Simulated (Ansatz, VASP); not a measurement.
## AlAs4 in VASP and in Ansatz

File INCAR:

```
SYSTEM = AlAs4
PREC     = Accurate       ! precision mode
ENCUT    = 600            ! plane-wave cutoff, eV
EDIFF    = 1E-6           ! SCF threshold, eV
ISMEAR   = 0              ! smearing method
SIGMA    = 0.2            ! smearing width, eV
LREAL    = .FALSE.        ! projectors in reciprocal space
LASPH    = .TRUE.         ! aspherical terms in the spheres
NELM     = 60             ! most SCF steps
ALGO     = Normal         ! electronic algorithm
ISIF     = 3              ! what is computed and relaxed
LWAVE    = .FALSE.        ! write WAVECAR
LCHARG   = .FALSE.        ! write CHGCAR
GGA      = PE             ! functional
IBRION   = 2              ! ionic algorithm
NSW      = 36             ! ionic steps
EDIFFG   = -0.08          ! ionic threshold
```

The input KPOINTS:

```
regular mesh
0
G
  3 3 3
  0 0 0
```

POSCAR

```
AlAs4
1.0
    6.0762218700      0.0000000000      0.0000000000
    0.0000000000      6.0762218700      0.0000000000
    0.0000000000      0.0000000000      6.7137153900
Al As
2 8
Direct
    0.0000000000      0.0000000000      0.0000000000
    0.5000000000      0.5000000000      0.5000000000
    0.6075388100      0.8421386100      0.2504667900
    0.3924611900      0.1578613900      0.2504667900
    0.8421386100      0.3924611900      0.7495332100
    0.1578613900      0.6075388100      0.7495332100
    0.8924611900      0.3421386100      0.2495332100
    0.1075388100      0.6578613900      0.2495332100
    0.6578613900      0.8924611900      0.7504667900
    0.3421386100      0.1075388100      0.7504667900
```

Input for Ansatz:

```yaml
crystal:
  lattice:
    - [6.07622187, 0.0, 0.0]
    - [0.0, 6.07622187, 0.0]
    - [0.0, 0.0, 6.71371539]
  atoms:
    - { symbol: Al, position: [0.0, 0.0, 0.0] }
    - { symbol: Al, position: [0.5, 0.5, 0.5] }
    - { symbol: As, position: [0.60753881, 0.84213861, 0.25046679] }
    - { symbol: As, position: [0.39246119, 0.15786139, 0.25046679] }
    - { symbol: As, position: [0.84213861, 0.39246119, 0.74953321] }
    - { symbol: As, position: [0.15786139, 0.60753881, 0.74953321] }
    - { symbol: As, position: [0.89246119, 0.34213861, 0.24953321] }
    - { symbol: As, position: [0.10753881, 0.65786139, 0.24953321] }
    - { symbol: As, position: [0.65786139, 0.89246119, 0.75046679] }
    - { symbol: As, position: [0.34213861, 0.10753881, 0.75046679] }
basis:
  ecutwfc: 420
kpoints:
  mp_grid: { grid: [3, 3, 3] }
hamiltonian:
  xc: pbe
scf:
  occupations: { method: gaussian, width: 0.2 }
  lower_state_search: "off"
output:
  forces: true
  stress: true
  eigenvalues: true
relax:
  adjacent_minimum: "off"
  f_tol: 0.08
  max_steps: 16
  cell: { stress_tol: 0.8 }
```

Alike in both runs: task relaxation of cell and atoms; functional PBE; k mesh 3 × 3 × 3; occupations gaussian, width 0.2 eV; no spin polarisation.

```csv
,VASP,Ansatz
version,VASP 6.6.1,Ansatz 0.2.0
potentials or method,"VASP PAW PBE potentials, release 64 (Al, As), cutoff 600 eV","scalar-relativistic, plane waves, PAW"
valence electrons in the cell,46,126
```

|  | VASP | Ansatz | Ansatz less VASP |
| --- | --- | --- | --- |
| gap on the k mesh at the Fermi level, each at its own relaxed structure (eV) | none | none | - |
| relaxed volume (Å³/atom) | 21.15 | 20.95 | -0.195 |
| relaxed cell length with the largest relative difference (Å) | 6.261 | 6.241 | -0.0200 |

A gap of «none» marks a metal or a gap that the smearing closes. VASP's potentials hold 46 valence electrons a cell and Ansatz's 126, so a difference there can come from the potentials and not from the codes.
